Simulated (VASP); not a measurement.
# CdSe (P1) in VASP: single point with r2SCAN

Aim: the single point of CdSe with r2SCAN.

Program: VASP 6.6.1. These are calculated values, not measurements. Logs are shortened: lines on timing, memory, paths and dates and some standing lists are left out, and cuts for length are marked.

### 1 The cell of the first run

The typed cell holds 16 atoms: a = 8.681 Å, b = 8.681 Å, c = 7.077 Å, α = 90.00°, β = 90.00°, γ = 120.00°.

### 2 Single point, r2SCAN

The input, POSCAR:

```
CdSe
1.0
    8.6814473318     -0.0000000001      0.0000000000
   -4.3407236658      7.5183539309      0.0000000000
    0.0000000000      0.0000000000      7.0766459782
Cd Se
8 8
Direct
    0.1634927332      0.3360625242     -0.0077220197
    0.3419219151      0.1638623310      0.4969703177
    0.1745867370      0.8465778625      0.0044595985
    0.3333991372      0.6571872042      0.5059198964
    0.6799948521      0.3413973356      0.0005410755
    0.8363142118      0.1703625570      0.4967567985
    0.6572748845      0.8265910407     -0.0144844041
    0.8275802533      0.6698883887      0.5111978204
    0.1583505210      0.3279800369      0.3682507233
    0.3243702547      0.1546510062      0.8615954534
    0.1743609538      0.8454969078      0.3875766865
    0.3369095709      0.6629324778      0.8615957360
    0.6633627785      0.3259944959      0.3995830806
    0.8216797728      0.1594664219      0.8662343741
    0.6623629846      0.8204704190      0.3798111433
    0.8378705824      0.6860271607      0.8827947617
```

The input, INCAR.step1:

```
SYSTEM = CdSe
  ALGO = Normal
  EDIFF = 1E-4
  ENCUT = 520
  GGA = PE
  ISMEAR = -1
  LASPH = .TRUE.
  LCHARG = .FALSE.
  LREAL = Auto
  LWAVE = .TRUE.
  NBANDS = 86
  NELM = 80
  PREC = Accurate
  SIGMA = 0.086
```

The input, INCAR.step2:

```
SYSTEM = CdSe
  ALGO = Normal
  EDIFF = 1E-7
  ENCUT = 520
  ISIF = 2
  ISMEAR = -1
  ISTART = 1
  LASPH = .TRUE.
  LCHARG = .FALSE.
  LMIXTAU = .TRUE.
  LREAL = Auto
  LWAVE = .FALSE.
  METAGGA = R2SCAN
  NBANDS = 86
  NELM = 80
  PREC = Accurate
  SIGMA = 0.086
```

The input, KPOINTS:

```
k-points
0
G
  3 3 2
  0 0 0
```

Potentials or basis: VASP PAW PBE potentials, release 64 (Cd, Se).

Launch:

```console
cat potpaw_PBE.64/Cd/POTCAR potpaw_PBE.64/Se/POTCAR > POTCAR
cp INCAR.step1 INCAR
mpirun -np 1 vasp_std > vasp.out
cp INCAR.step2 INCAR
mpirun -np 1 vasp_std > vasp.out
```

OUTCAR:

```text
SYSTEM = CdSe
   EDIFF = 1E-7
   ENCUT = 520
   ISIF = 2
   ISMEAR = -1
   ISTART = 1
   LASPH = .TRUE.
   LREAL = Auto
   METAGGA = R2SCAN
   NELM = 80
   PREC = Accurate

 ion  position               nearest neighbor table
   1  0.163  0.336  0.992-  12 2.63   9 2.66  14 2.72  10 2.74
   2  0.342  0.164  0.497-  13 2.51  11 2.52  10 2.58   9 2.77
   3  0.175  0.847  0.004-  10 2.53  16 2.67  11 2.71  12 2.79
   4  0.333  0.657  0.506-  12 2.52  15 2.63   9 2.66  11 2.75
   5  0.680  0.341  0.001-  14 2.62  16 2.72  13 2.83  10 2.85
   6  0.836  0.170  0.497-  13 2.57   9 2.59  14 2.62  15 2.76
[... 8 lines left out ...]
  15  0.662  0.820  0.380-   8 2.55   4 2.63   6 2.76   7 2.79
  16  0.838  0.686  0.883-   7 2.53   8 2.63   3 2.67   5 2.72

  LATTYP: Found a hexagonal cell.
 ALAT       =     8.6814473318
 C/A-ratio  =     0.8151458746

  Lattice vectors:

 A1 = (   8.6814473318,  -0.0000000001,   0.0000000000)
 A2 = (  -4.3407236658,   7.5183539309,   0.0000000000)
 A3 = (   0.0000000000,   0.0000000000,   7.0766459782)

Analysis of symmetry for initial positions (statically):
=====================================================================
 Subroutine PRICEL returns:
 Original cell was already a primitive cell.

 Routine SETGRP: Setting up the symmetry group for a
 hexagonal supercell.

 Subroutine GETGRP returns: Found  1 space group operations
 (whereof  1 operations were pure point group operations)
 out of a pool of 24 trial point group operations.

The static configuration has the point symmetry C_1 .

Analysis of symmetry for dynamics (positions and initial velocities):
=====================================================================
 Subroutine PRICEL returns:
 Original cell was already a primitive cell.

 Routine SETGRP: Setting up the symmetry group for a
 hexagonal supercell.

 Subroutine GETGRP returns: Found  1 space group operations
 (whereof  1 operations were pure point group operations)
 out of a pool of 24 trial point group operations.

The dynamic configuration has the point symmetry C_1 .

 Subroutine INISYM returns: Found  1 space group operations
 (whereof  1 operations are pure point group operations),
 and found     1 'primitive' translations

----------------------------------------------------------------------------------------

                                     Primitive cell

  volume of cell :     461.8941

  direct lattice vectors                    reciprocal lattice vectors
     8.681447332 -0.000000000  0.000000000     0.115188166  0.066503919  0.000000000
    -4.340723666  7.518353931  0.000000000     0.000000000  0.133007838  0.000000000
     0.000000000  0.000000000  7.076645978     0.000000000  0.000000000  0.141309881

  length of vectors
     8.681447332  8.681447332  7.076645978     0.133007838  0.133007838  0.141309881

  position of ions in fractional coordinates (direct lattice)
     0.163492733  0.336062524  0.992277980
     0.341921915  0.163862331  0.496970318
     0.174586737  0.846577862  0.004459598
     0.333399137  0.657187204  0.505919896
     0.679994852  0.341397336  0.000541076
     0.836314212  0.170362557  0.496756799
[... 8 lines left out ...]
     0.662362985  0.820470419  0.379811143
     0.837870582  0.686027161  0.882794762

  ion indices of the primitive-cell ions
   primitive index   ion index
                 1           1
                 2           2
                 3           3
                 4           4
                 5           5
                 6           6
[... 8 lines left out ...]
                15          15
                16          16

----------------------------------------------------------------------------------------

 KPOINTS: k-points

Automatic generation of k-mesh.
 Grid dimensions read from file:
 generate k-points for:    3    3    2

 Generating k-lattice:

  Cartesian coordinates                     Fractional coordinates (reciprocal lattice)
     0.038396055  0.022167973  0.000000000     0.333333333  0.000000000  0.000000000
     0.000000000  0.044335946  0.000000000     0.000000000  0.333333333  0.000000000
     0.000000000  0.000000000  0.070654940     0.000000000  0.000000000  0.500000000

  Length of vectors
     0.044335946  0.044335946  0.070654940

  Shift w.r.t. Gamma in fractional coordinates (k-lattice)
     0.000000000  0.000000000  0.000000000

 Subroutine IBZKPT returns following result:
 ===========================================

 Found     10 irreducible k-points:

 Following reciprocal coordinates:
            Coordinates               Weight
  0.000000  0.000000  0.000000      1.000000
  0.333333  0.000000  0.000000      2.000000
  0.000000  0.333333  0.000000      2.000000
 -0.333333  0.333333  0.000000      2.000000
  0.333333  0.333333  0.000000      2.000000
  0.000000  0.000000  0.500000      1.000000
  0.333333  0.000000  0.500000      2.000000
  0.000000  0.333333  0.500000      2.000000
 -0.333333  0.333333  0.500000      2.000000
  0.333333  0.333333  0.500000      2.000000
   k-points           NKPTS =     10   k-points in BZ     NKDIM =     10   number of bands    NBANDS=     86
   number of dos      NEDOS =    301   number of ions     NIONS =     16
   total plane-waves  NPLWV = 264600
   dimension x,y,z NGX =    70 NGY =   70 NGZ =   54
   dimension x,y,z NGXF=   140 NGYF=  140 NGZF=  108
   ions per type =               8   8
   NGX,Y,Z   is equivalent  to a cutoff of  13.40, 13.40, 12.69 a.u.
   NGXF,Y,Z  is equivalent  to a cutoff of  26.81, 26.81, 25.37 a.u.
 SYSTEM =  CdSe
   PREC   = accura    normal or accurate (medium, high low for compatibility)
   ISTART =      1    job   : 0-new  1-cont  2-samecut
   ICHARG =      0    charge: 1-file 2-atom 10-const
   ISPIN  =      1    spin polarized calculation?
   LNONCOLLINEAR =      F non collinear calculations
   LSORBIT =      F    spin-orbit coupling
   LASPH  =      T    aspherical Exc in radial PAW
   ENCUT  =  520.0 eV  38.22 Ry    6.18 a.u.  16.14 16.14 13.16*2*pi/ulx,y,z
   NELM   =     80;   NELMIN=  2; NELMDL=  0     # of ELM steps
   EDIFF  = 0.1E-06   stopping-criterion for ELM
   LREAL  =      T    real-space projection
   EDIFFG = 0.1E-05   stopping-criterion for IOM
   NSW    =      0    number of steps for IOM
   IBRION =     -1    ionic relax: 0-MD 1-quasi-New 2-CG
   NFREE  =      0    steps in history (QN), initial steepest desc. (CG)
   ISIF   =      2    stress and relaxation
   ISYM   =      2    0-nonsym 1-usesym 2-fastsym
   POTIM  = 0.5000    time-step for ionic-motion
   TEBEG  =    0.0;   TEEND  =   0.0 temperature during run
   PSTRESS=    0.0 pullay stress
   NELECT =     144.0000    total number of electrons
   NUPDOWN=      -1.0000    fix difference up-down
   EMIN   =  10.00;   EMAX   =-10.00  energy-range for DOS
   EFERMI =   0.00;   METHOD = LEGACY
   ISMEAR =    -1;   SIGMA  =   0.09  broadening in eV -4-tet -1-fermi 0-gaus
   EFERMI_NEDOS =   21; number of points for ismear=-14 and -15
   IALGO  =     38    algorithm
   IMIX   =      4    mixing-type and parameters
     AMIX     =   0.40;   BMIX     =  1.00
     AMIX_MAG =   1.60;   BMIX_MAG =  1.00
  volume/ion in A,a.u.               =      28.87       194.81
  Fermi-wavevector in a.u.,A,eV,Ry     =   1.110064  2.097718 16.765686  1.232243
  Thomas-Fermi vector in A             =   2.246612
   LORBIT       =      0    0 simple, 1 ext, 2 COOP (PROOUT), +10 PAW based schemes
   METAGGA = R2SCAN    functional components
   LHFCALC =     F    Hartree Fock is set to
   AEXX    =    0.0000 exact exchange contribution
   IVDW    =     0    specifies the selected vdW correction
   LEPSILON=     F    determine dielectric tensor
   LRPA    =     F    only Hartree local field effects (RPA)
 non-spin polarized calculation
  energy-cutoff  :      520.00
  volume of cell :      461.89
 maximum number of plane-waves:     12468
 NGX is ok and might be reduce to    70
   NGX = 33   NGY = 33   NGZ = 27

 number of electron     143.9999989 magnetization

 Free energy of the ion-electron system (eV)
  ---------------------------------------------------
  ext. energy  EPLUGINS =         0.00000000
  ---------------------------------------------------
  free energy    TOTEN  =      -286.60643209 eV

  energy without entropy =     -286.60584584  energy(sigma->0) =     -286.60613897

 E-fermi :   1.0558     XC(G=0):  -9.2931

 val. band max:        0.4678464493   @ k =   0.0000   0.0000   0.0000
 cond. band min:       1.5301280102   @ k =   0.0000   0.0000   0.0000
 fundamental gap:      1.0622815610
 Fermi energy:         1.0557936148

 k-point     1 :       0.0000    0.0000    0.0000
  band No.  band energies     occupation
      1     -12.5131      2.00000
      2     -12.2713      2.00000
      3     -12.1815      2.00000
      4     -12.1176      2.00000
      5     -12.0331      2.00000
      6     -11.9908      2.00000
[... 76 lines left out ...]
     83       5.6337      0.00000
     84       6.6979      0.00000

 k-point     2 :       0.3333    0.0000    0.0000
  band No.  band energies     occupation
      1     -12.4441      2.00000
      2     -12.3049      2.00000
      3     -12.1961      2.00000
      4     -12.1358      2.00000
      5     -12.0473      2.00000
      6     -11.9684      2.00000
[... 685 lines left out ...]
     83       5.9225      0.00000
     84       5.9967      0.00000

 k-point    10 :       0.3333    0.3333    0.5000
  band No.  band energies     occupation
      1     -12.3495      2.00000
      2     -12.2428      2.00000
      3     -12.2064      2.00000
      4     -12.1455      2.00000
      5     -12.0389      2.00000
      6     -12.0114      2.00000
[... 76 lines left out ...]
     83       5.7715      0.00000
     84       5.8689      0.00000
 [bands above 84 left out]

------------------------ aborting loop because EDIFF is reached ----------------------------------------

  FORCE on cell =-STRESS in cart. coord.  units (eV):
  Direction    XX          YY          ZZ          XY          YZ          ZX
  --------------------------------------------------------------------------------------
  -------------------------------------------------------------------------------------
  Total        2.9394534      2.5954070      2.2845635      0.2295404     -0.8211067     -0.5359963
  in kB       10.1961165      9.0027186      7.9244923      0.7962096     -2.8481825     -1.8592165
  external PRESSURE =       9.0411091 kB  Pullay stress =       0.0000000 kB

 VOLUME and BASIS-vectors are now :
 -----------------------------------------------------------------------------
  energy-cutoff  :      520.00
  volume of cell :      461.89
      direct lattice vectors                 reciprocal lattice vectors
     8.681447332 -0.000000000  0.000000000     0.115188166  0.066503919  0.000000000
    -4.340723666  7.518353931  0.000000000     0.000000000  0.133007838  0.000000000
     0.000000000  0.000000000  7.076645978     0.000000000  0.000000000  0.141309881

 POSITION                                       TOTAL-FORCE (eV/Angst)
 -----------------------------------------------------------------------------------
     -0.03940      2.52664      7.02200         0.077840     -0.389777     -0.038669
      2.25710      1.23198      3.51688        -0.796697      0.345236     -0.021105
     -2.15910      6.36487      0.03156         0.177479     -0.639698      0.390016
      0.04172      4.94097      3.58022        -0.265824      0.097979     -0.882571
      4.42143      2.56675      0.00383        -0.531947      0.028910      0.198848
      6.52092      1.28085      3.51537         0.140728     -0.622920     -0.107931
[... 8 lines left out ...]
      2.18883      6.16859      2.68779        -0.379536      0.625914     -0.598908
      4.29608      5.15780      6.24723         0.761841     -0.868305      0.067646
 -----------------------------------------------------------------------------------
    total drift:                               -0.008436     -0.000434     -0.017071

  FREE ENERGIE OF THE ION-ELECTRON SYSTEM (eV)
  ---------------------------------------------------
  free  energy   TOTEN  =      -286.6064320885 eV

  energy  without entropy=     -286.6058458432  energy(sigma->0) =     -286.60613897
```

Wall time 22 min (1 thread of Intel Xeon 6975P-C (Granite Rapids), shared host); peak memory 0.74 GiB.

What came out:

```yaml
Free_energy: -286.6064 eV
Pressure: 0.9 GPa
Largest_force: 1.463 eV/Å
Band_gap_on_the_k_mesh: 1.06 eV
```

Forces on the atoms (eV/Å):
```
Cd   0.078 -0.390 -0.039
Cd  -0.797  0.345 -0.021
Cd   0.177 -0.640  0.390
Cd  -0.266  0.098 -0.883
Cd  -0.532  0.029  0.199
Cd   0.141 -0.623 -0.108
Cd  -0.164  0.380  0.767
Cd   0.594 -0.151 -0.143
Se   0.471  0.095 -0.047
Se   0.158  1.179  0.681
Se  -0.044 -1.255 -0.555
Se  -0.780 -0.023  0.947
Se   0.289  0.915 -1.104
Se   0.293  0.282  0.447
Se  -0.380  0.626 -0.599
Se   0.762 -0.868  0.068
```

Stress tensor (GPa, compression positive):
```
 1.02  0.08 -0.19
 0.08  0.90 -0.28
-0.19 -0.28  0.79
```

Caveat: the k points lie up to 0.44 Å⁻¹ apart; the atoms stand as in a frame of molecular dynamics; the PAW data sets were made with another functional, which shifts forces and pressure a little.
